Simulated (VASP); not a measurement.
# ZnO (l) (P6_3mc) in VASP: further runs

The runs below take ZnO (l) through single point, relaxation of cell and atoms, with LDA.

Program: VASP 6.6.1. These are calculated values, not measurements. Logs are shortened: lines on timing, memory, paths and dates and some standing lists are left out, and cuts for length are marked.

### 1 The cell of the first run

Symmetry: P6_3mc, No. 186, hexagonal system. The conventional cell has a = 3.233 Å, b = 3.233 Å, c = 5.237 Å, α = 90.00°, β = 90.00°, γ = 120.00°. Zn (site symmetry 3m) has 4 O at 1.97 to 1.98 Å within 2.6 Å. Within 2.6 Å of O (site symmetry 3m) lie 4 Zn at 1.97 to 1.98 Å.

### 2 Single point, LDA

File INCAR:

```
ALGO = Normal ; EDIFF = 1E-6
ENCUT = 600 ; GGA = CA
GGA_COMPAT = F ; ISIF = 2
ISMEAR = 0 ; LASPH = T
LCHARG = F ; LREAL = F
LWAVE = F ; NBANDS = 26
NELM = 120 ; PREC = Accurate
SIGMA = 0.1
```

File KPOINTS:

```
k-points
0
Gamma
  6 6 4
```

File POSCAR:

```
ZnO
1.0
    3.2327256200      0.0000000000      0.0000000000
   -1.6163628100      2.7996225103      0.0000000000
    0.0000000000      0.0000000000      5.2370155043
Zn O
2 2
Direct
    0.3333333333      0.6666666667      0.0000000000
    0.6666666667      0.3333333333      0.5000000000
    0.3333333333      0.6666666667      0.3780000000
    0.6666666667      0.3333333333      0.8780000000
```

Potentials or basis: VASP PAW LDA potentials, release 64 (Zn, O).

Run with:

```bash
> cat potpaw_LDA.64/Zn/POTCAR potpaw_LDA.64/O/POTCAR > POTCAR
> mpirun -np 1 vasp_std > vasp.out
```

OUTCAR:

```text
EDIFF = 1E-6
   ENCUT = 600
   GGA = CA
   ISIF = 2
   ISMEAR = 0
   LASPH = T
   LREAL = F
   NELM = 120
   PREC = Accurate

 ion  position               nearest neighbor table
   1  0.333  0.667  0.000-   4 1.97   4 1.97   4 1.97   3 1.98
   2  0.667  0.333  0.500-   3 1.97   3 1.97   3 1.97   4 1.98
   3  0.333  0.667  0.378-   2 1.97   2 1.97   2 1.97   1 1.98
   4  0.667  0.333  0.878-   1 1.97   1 1.97   1 1.97   2 1.98

  LATTYP: Found a hexagonal cell.
 ALAT       =     3.2327256200
 C/A-ratio  =     1.6200000000

  Lattice vectors:

 A1 = (   3.2327256200,   0.0000000000,   0.0000000000)
 A2 = (  -1.6163628100,   2.7996225103,   0.0000000000)
 A3 = (   0.0000000000,   0.0000000000,   5.2370155043)

Analysis of symmetry for initial positions (statically):
=====================================================================
 Subroutine PRICEL returns:
 Original cell was already a primitive cell.

 Routine SETGRP: Setting up the symmetry group for a
 hexagonal supercell.

 Subroutine GETGRP returns: Found 12 space group operations
 (whereof  6 operations were pure point group operations)
 out of a pool of 24 trial point group operations.

The static configuration has the point symmetry C_3v.
 The point group associated with its full space group is C_6v.

Analysis of symmetry for dynamics (positions and initial velocities):
=====================================================================
 Subroutine PRICEL returns:
 Original cell was already a primitive cell.

 Routine SETGRP: Setting up the symmetry group for a
 hexagonal supercell.

 Subroutine GETGRP returns: Found 12 space group operations
 (whereof  6 operations were pure point group operations)
 out of a pool of 24 trial point group operations.

The dynamic configuration has the point symmetry C_3v.
 The point group associated with its full space group is C_6v.

 Subroutine INISYM returns: Found 12 space group operations
 (whereof  6 operations are pure point group operations),
 and found     1 'primitive' translations

----------------------------------------------------------------------------------------

                                     Primitive cell

  volume of cell :      47.3971

  direct lattice vectors                    reciprocal lattice vectors
     3.232725620  0.000000000  0.000000000     0.309336491  0.178595506  0.000000000
    -1.616362810  2.799622510  0.000000000     0.000000000  0.357191013  0.000000000
     0.000000000  0.000000000  5.237015504     0.000000000  0.000000000  0.190948451

  length of vectors
     3.232725620  3.232725620  5.237015504     0.357191013  0.357191013  0.190948451

  position of ions in fractional coordinates (direct lattice)
     0.333333333  0.666666667  0.000000000
     0.666666667  0.333333333  0.500000000
     0.333333333  0.666666667  0.378000000
     0.666666667  0.333333333  0.878000000

  ion indices of the primitive-cell ions
   primitive index   ion index
                 1           1
                 2           2
                 3           3
                 4           4

----------------------------------------------------------------------------------------

 KPOINTS: k-points

Automatic generation of k-mesh.
 Grid dimensions read from file:
 generate k-points for:    6    6    4

 Generating k-lattice:

  Cartesian coordinates                     Fractional coordinates (reciprocal lattice)
     0.051556082  0.029765918  0.000000000     0.166666667  0.000000000  0.000000000
     0.000000000  0.059531835  0.000000000     0.000000000  0.166666667  0.000000000
     0.000000000  0.000000000  0.047737113     0.000000000  0.000000000  0.250000000

  Length of vectors
     0.059531835  0.059531835  0.047737113

  Shift w.r.t. Gamma in fractional coordinates (k-lattice)
     0.000000000  0.000000000  0.000000000

 Subroutine IBZKPT returns following result:
 ===========================================

 Found     21 irreducible k-points:

 Following reciprocal coordinates:
            Coordinates               Weight
  0.000000  0.000000  0.000000      1.000000
  0.166667  0.000000  0.000000      6.000000
  0.333333  0.000000  0.000000      6.000000
  0.500000 -0.000000  0.000000      3.000000
  0.166667  0.166667  0.000000      6.000000
  0.333333  0.166667  0.000000     12.000000
[... 13 lines left out ...]
  0.333333  0.166667  0.500000     12.000000
  0.333333  0.333333  0.500000      2.000000
   k-points           NKPTS =     21   k-points in BZ     NKDIM =     21   number of bands    NBANDS=     26
   number of dos      NEDOS =    301   number of ions     NIONS =      4
   total plane-waves  NPLWV =  32928
   dimension x,y,z NGX =    28 NGY =   28 NGZ =   42
   dimension x,y,z NGXF=    56 NGYF=   56 NGZF=   84
   ions per type =               2   2
   NGX,Y,Z   is equivalent  to a cutoff of  14.40, 14.40, 13.33 a.u.
   NGXF,Y,Z  is equivalent  to a cutoff of  28.80, 28.80, 26.67 a.u.
 SYSTEM =  unknown system
[... 28 lines left out ...]
   GGA     = CA    functional components
   LHFCALC =     F    Hartree Fock is set to
   AEXX    =    0.0000 exact exchange contribution
   IVDW    =     0    specifies the selected vdW correction
   LEPSILON=     F    determine dielectric tensor
   LRPA    =     F    only Hartree local field effects (RPA)
 non-spin polarized calculation
 Gauss-broadening in eV      SIGMA  =   0.10
  energy-cutoff  :      600.00
  volume of cell :       47.40
 maximum number of plane-waves:      1599
 NGX is ok and might be reduce to    28
   NGX = 13   NGY = 13   NGZ = 21

 number of electron      36.0000012 magnetization

 Free energy of the ion-electron system (eV)
  ---------------------------------------------------
  ext. energy  EPLUGINS =         0.00000000
  ---------------------------------------------------
  free energy    TOTEN  =       -21.13222104 eV

  energy without entropy =      -21.13222104  energy(sigma->0) =      -21.13222104

 E-fermi :   1.2965     XC(G=0): -11.4860

 val. band max:        0.9248155428   @ k =   0.0000   0.0000   0.0000
 cond. band min:       1.6584818124   @ k =   0.0000   0.0000   0.0000
 fundamental gap:      0.7336662696
 Fermi energy:         1.2964787815

 k-point     1 :       0.0000    0.0000    0.0000
  band No.  band energies     occupation
      1     -16.9193      2.00000
      2     -16.1529      2.00000
      3      -4.8735      2.00000
      4      -4.8735      2.00000
      5      -4.8466      2.00000
      6      -4.8461      2.00000
[... 18 lines left out ...]
     25      14.9479      0.00000
     26      14.9479      0.00000

 k-point     2 :       0.1667    0.0000    0.0000
  band No.  band energies     occupation
      1     -16.7621      2.00000
      2     -16.0840      2.00000
      3      -5.0319      2.00000
      4      -4.7924      2.00000
      5      -4.7795      2.00000
      6      -4.7042      2.00000
[... 18 lines left out ...]
     25      14.7745      0.00000
     26      15.1216      0.00000

 k-point     3 :       0.3333    0.0000    0.0000
  band No.  band energies     occupation
      1     -16.4074      2.00000
      2     -15.9675      2.00000
      3      -5.1968      2.00000
      4      -4.8356      2.00000
      5      -4.6640      2.00000
      6      -4.4679      2.00000
[... 18 lines left out ...]
     25      14.1614      0.00000
     26      14.8778      0.00000

 k-point     4 :       0.5000   -0.0000    0.0000
  band No.  band energies     occupation
      1     -16.1817      2.00000
      2     -15.9472      2.00000
      3      -5.1185      2.00000
      4      -4.9288      2.00000
      5      -4.6237      2.00000
      6      -4.2384      2.00000
[... 18 lines left out ...]
     25      13.9363      0.00000
     26      15.0286      0.00000
[... 409 lines left out ...]
      1     -16.2468      2.00000
      2     -16.2468      2.00000
      3      -5.2224      2.00000
      4      -5.2224      2.00000
      5      -4.6545      2.00000
      6      -4.6545      2.00000
[... 18 lines left out ...]
     25      14.2173      0.00000
     26      14.2173      0.00000

 k-point    20 :       0.3333    0.1667    0.5000
  band No.  band energies     occupation
      1     -16.0574      2.00000
      2     -16.0574      2.00000
      3      -5.1605      2.00000
      4      -5.1605      2.00000
      5      -4.5290      2.00000
      6      -4.5290      2.00000
[... 18 lines left out ...]
     25      14.9585      0.00000
     26      14.9585      0.00000

 k-point    21 :       0.3333    0.3333    0.5000
  band No.  band energies     occupation
      1     -15.9951      2.00000
      2     -15.9951      2.00000
      3      -4.9040      2.00000
      4      -4.9040      2.00000
      5      -4.6820      2.00000
      6      -4.6820      2.00000
[... 18 lines left out ...]
     25      16.3814      0.00000
     26      16.3814      0.00000

------------------------ aborting loop because EDIFF is reached ----------------------------------------

  FORCE on cell =-STRESS in cart. coord.  units (eV):
  Direction    XX          YY          ZZ          XY          YZ          ZX
  --------------------------------------------------------------------------------------
  -------------------------------------------------------------------------------------
  Total       -1.6639440     -1.6639440     -1.7522119      0.0000000      0.0000000      0.0000000
  in kB      -56.2467082    -56.2467082    -59.2304480      0.0000000      0.0000000      0.0000000
  external PRESSURE =     -57.2412882 kB  Pullay stress =       0.0000000 kB

 VOLUME and BASIS-vectors are now :
 -----------------------------------------------------------------------------
  energy-cutoff  :      600.00
  volume of cell :       47.40
      direct lattice vectors                 reciprocal lattice vectors
     3.232725620  0.000000000  0.000000000     0.309336491  0.178595506  0.000000000
    -1.616362810  2.799622510  0.000000000     0.000000000  0.357191013  0.000000000
     0.000000000  0.000000000  5.237015504     0.000000000  0.000000000  0.190948451

 POSITION                                       TOTAL-FORCE (eV/Angst)
 -----------------------------------------------------------------------------------
     -0.00000      1.86642      0.00000        -0.000000      0.000000      0.000162
      1.61636      0.93321      2.61851         0.000000      0.000000      0.000162
     -0.00000      1.86642      1.97959        -0.000000     -0.000000     -0.000162
      1.61636      0.93321      4.59810         0.000000      0.000000     -0.000162
 -----------------------------------------------------------------------------------
    total drift:                               -0.000000      0.000000     -0.000320

  FREE ENERGIE OF THE ION-ELECTRON SYSTEM (eV)
  ---------------------------------------------------
  free  energy   TOTEN  =       -21.1322210424 eV

  energy  without entropy=      -21.1322210408  energy(sigma->0) =      -21.13222104
```

Run time: 50 s. Hardware: 1 thread of Intel Xeon 8259CL, shared host; peak memory 0.16 GiB.

Results:

```yaml
Free_energy: -21.1322 eV
Pressure: -5.7 GPa
Band_gap_on_the_k_mesh: 0.73 eV, direct
```

Levels at points of the mesh, in eV from the valence-band top:
```
           k point  band 16  band 17  band 18  band 19  band 20  band 21
(0.00, 0.00, 0.00)    -0.09     0.00     0.00     0.73     5.13     8.03
(0.50, 0.00, 0.00)    -2.29    -1.34    -0.84     5.70     6.72     7.38
(0.00, 0.00, 0.50)    -0.40    -0.40    -0.40     3.38     3.38     9.87
(0.50, 0.00, 0.50)    -1.53    -1.42    -1.42     5.56     5.56     8.32
```

A hybrid or GW would open this gap; LDA tends to underestimate it.

### 3 Single point, LDA

This run uses another cell than the first one, of 11.33 Å³/atom, 0.956 times its volume.

File INCAR:

```
PREC     = Accurate       # precision mode
ENCUT    = 600            # plane-wave cutoff, eV
EDIFF    = 1E-6           # SCF threshold, eV
ISMEAR   = 0              # smearing method
SIGMA    = 0.02           # smearing width, eV
LREAL    = False          # projectors in reciprocal space
LASPH    = True           # aspherical terms in the spheres
NELM     = 120            # most SCF steps
ALGO     = Normal         # electronic algorithm
ISIF     = 2              # what is computed and relaxed
LWAVE    = False          # write WAVECAR
LCHARG   = False          # write CHGCAR
GGA      = CA             # functional
NBANDS   = 26             # bands
GGA_COMPAT= False
```

File KPOINTS:

```
Automatic mesh
0
Gamma
  9 9 6
```

File POSCAR:

```
ZnO
1.0
    3.1869649732      0.0000000000      0.0000000000
   -1.5934824866      2.7599926277      0.0000000000
    0.0000000000      0.0000000000      5.1527633937
Zn O
2 2
Direct
    0.3333333333      0.6666666667     -0.0001974645
    0.6666666667      0.3333333333      0.4998025355
    0.3333333333      0.6666666667      0.3781974645
    0.6666666667      0.3333333333      0.8781974645
```

Potentials or basis: VASP PAW LDA potentials, release 64 (Zn, O).

Run with:

```bash
> cat potpaw_LDA.64/Zn/POTCAR potpaw_LDA.64/O/POTCAR > POTCAR
> mpirun -np 1 vasp_std > vasp.out
```

Wall time 1.9 min (1 thread of Intel Xeon 8259CL, shared host); peak memory 0.19 GiB.

The run converged. Its results:

```yaml
Free_energy: -21.1616 eV
Pressure: 0.9 GPa
Band_gap_on_the_k_mesh: 0.81 eV, direct
```

Levels at points of the mesh, in eV from the valence-band top:
```
           k point  band 15  band 16  band 17  band 18  band 19  band 20  band 21  band 22
(0.00, 0.00, 0.00)    -0.86    -0.11     0.00     0.00     0.81     5.30     8.20    12.97
(0.00, 0.00, 0.50)    -0.43    -0.43    -0.43    -0.43     3.49     3.49    10.06    10.06
```

A hybrid or GW would open this gap; LDA tends to underestimate it.

### 4 Single point, LDA

This run uses another cell than the first one, of 11.33 Å³/atom, 0.956 times its volume.

File INCAR:

```
SYSTEM = ZnO
ALGO = Normal
EDIFF = 1E-6
ENCUT = 600
GGA_COMPAT = .FALSE.
ISIF = 2
ISMEAR = 0
LASPH = .TRUE.
LCHARG = .TRUE.
LELF = .TRUE.
LREAL = .FALSE.
LVHAR = .TRUE.
LWAVE = .FALSE.
NBANDS = 26
NELM = 120
PREC = Accurate
SIGMA = 0.02
```

File KPOINTS:

```
k-points
0
G
  12 12 6
  0 0 0
```

POSCAR is that of step 3.

Run with:

```bash
> cat potpaw_LDA.64/Zn/POTCAR potpaw_LDA.64/O/POTCAR > POTCAR
> mpirun -np 1 vasp_std > vasp.out
```

It took 2.9 min on 1 thread of Intel Xeon 8259CL, shared host; peak memory 0.21 GiB.

The run converged. Its results:

| Property | Result |
| --- | --- |
| Free energy | -21.1617 eV |
| Pressure | 0.9 GPa |
| Band gap on the k mesh | 0.81 eV, direct |

Levels at points of the mesh, in eV from the valence-band top:
```tsv
k point	band 15	band 16	band 17	band 18	band 19	band 20	band 21	band 22
(0.00, 0.00, 0.00)	-0.86	-0.11	0.00	0.00	0.81	5.30	8.20	12.97
(0.50, 0.00, 0.00)	-3.03	-2.45	-1.41	-0.91	5.89	6.77	7.45	8.72
(0.00, 0.00, 0.50)	-0.43	-0.43	-0.43	-0.43	3.50	3.50	10.06	10.06
(0.50, 0.00, 0.50)	-1.63	-1.63	-1.50	-1.50	5.64	5.64	8.58	8.58
```

### 5 Relaxation of cell and atoms, LDA

File INCAR:

```
SYSTEM = ZnO
PREC     = Accurate       ! precision mode
ENCUT    = 600            ! plane-wave cutoff, eV
EDIFF    = 1E-7           ! SCF threshold, eV
ISMEAR   = 0              ! smearing method
SIGMA    = 0.02           ! smearing width, eV
LREAL    = .FALSE.        ! projectors in reciprocal space
LASPH    = .TRUE.         ! aspherical terms in the spheres
NELM     = 120            ! most SCF steps
ALGO     = Normal         ! electronic algorithm
ISIF     = 3              ! what is computed and relaxed
LWAVE    = .FALSE.        ! write WAVECAR
LCHARG   = .FALSE.        ! write CHGCAR
IBRION   = 2              ! ionic algorithm
NSW      = 100            ! ionic steps
EDIFFG   = -0.002         ! ionic threshold
GGA_COMPAT= .FALSE.      
NELMIN   = 4
```

File KPOINTS:

```
Automatic mesh
0
G
  9 9 6
  0 0 0
```

File POSCAR:

```
ZnO
1.0
    3.2327256200      0.0000000000      0.0000000000
   -1.6163628100      2.7996225103      0.0000000000
    0.0000000000      0.0000000000      5.2370155043
Zn O
2 2
Direct
    0.3333333333      0.6666666667      0.0000000000
    0.6666666667      0.3333333333      0.5000000000
    0.3333333333      0.6666666667      0.3780000000
    0.6666666667      0.3333333333      0.8780000000
```

Run with:

```bash
> cat potpaw_LDA.64/Zn/POTCAR potpaw_LDA.64/O/POTCAR > POTCAR
> mpirun -np 1 vasp_std > vasp.out
```

It took 11 min on 1 thread of Intel Xeon 8259CL, shared host; peak memory 0.2 GiB.

The run converged. Its results:

```
Free energy                            : -21.1673 eV
Relaxed volume                         : 11.41 Å³/atom
Relaxed cell                           : a = 3.194 Å, b = 3.194 Å, c = 5.164 Å, α = 90.00°, β = 90.00°, γ = 120.00°
Space group after relaxing (to 0.05 Å) : P6_3mc (No. 186)
Energy gained by relaxing              : 8.2 meV/atom
Ionic steps                            : 13
Pressure after relaxing                : 0.0 GPa
Band gap on the k mesh                 : 0.80 eV, direct
```

Step by step:
```
step  energy change (eV)  largest force (eV/Å)  pressure (GPa)  volume (Å³)
   1              0.0000                0.0002           -5.69        47.40
   2             -0.0200                0.0024            3.95        44.57
   3             -0.0327                0.0009           -0.05        45.62
   4             -0.0327                0.0009            0.12        45.58
   5             -0.0327                0.0048           -0.07        45.63
   6             -0.0327                0.0036           -0.03        45.62
   7             -0.0327                0.0034           -0.01        45.62
   8             -0.0327                0.0034           -0.01        45.62
   9             -0.0327                0.0035           -0.01        45.62
  10             -0.0327                0.0036            0.01        45.62
  11             -0.0327                0.0033            0.04        45.61
  12             -0.0327                0.0021            0.00        45.62
  13             -0.0327                0.0015           -0.01        45.62
```

Final structure:
```xyz
4
Lattice="3.1938 0.0000 0.0000 -1.5969 2.7659 0.0000 0.0000 0.0000 5.1643" Properties=species:S:1:pos:R:3 pbc="T T T"
Zn    0.0000    1.8440    5.1634
Zn    1.5969    0.9220    2.5813
O     0.0000    1.8440    1.9529
O     1.5969    0.9220    4.5350
```

Levels at points of the mesh, in eV from the valence-band top:
```tsv
k point	band 16	band 17	band 18	band 19	band 20	band 21
(0.00, 0.00, 0.00)	-0.10	0.00	0.00	0.80	5.27	8.18
(0.00, 0.00, 0.50)	-0.42	-0.42	-0.42	3.48	3.48	10.03
```

### 6 Summary

| task | cell | k mesh | smearing | gap on the mesh (eV) | pressure (GPa) |
| --- | --- | --- | --- | --- | --- |
| single point | a = 3.233, b = 3.233, c = 5.237 Å, angles 90.0, 90.0, 120.0°, 4 atoms | 6 × 6 × 4 | gaussian 0.1 eV | 0.73 | -5.7 |
| single point | a = 3.187, b = 3.187, c = 5.153 Å, angles 90.0, 90.0, 120.0°, 4 atoms | 9 × 9 × 6 | gaussian 0.02 eV | 0.81 | 0.9 |
| single point | a = 3.187, b = 3.187, c = 5.153 Å, angles 90.0, 90.0, 120.0°, 4 atoms | 12 × 12 × 6 | gaussian 0.02 eV | 0.81 | 0.9 |
| relaxation of cell and atoms | relaxed from a = 3.233, b = 3.233, c = 5.237 Å, angles 90.0, 90.0, 120.0°, 4 atoms | 9 × 9 × 6 | gaussian 0.02 eV | 0.80 | 0.0 |

Alike in all rows: level LDA; potentials or basis VASP PAW LDA potentials, release 64 (Zn, O); no spin polarisation; cutoff (eV) 600.

Absolute energies hang on the potentials; compare differences alone.
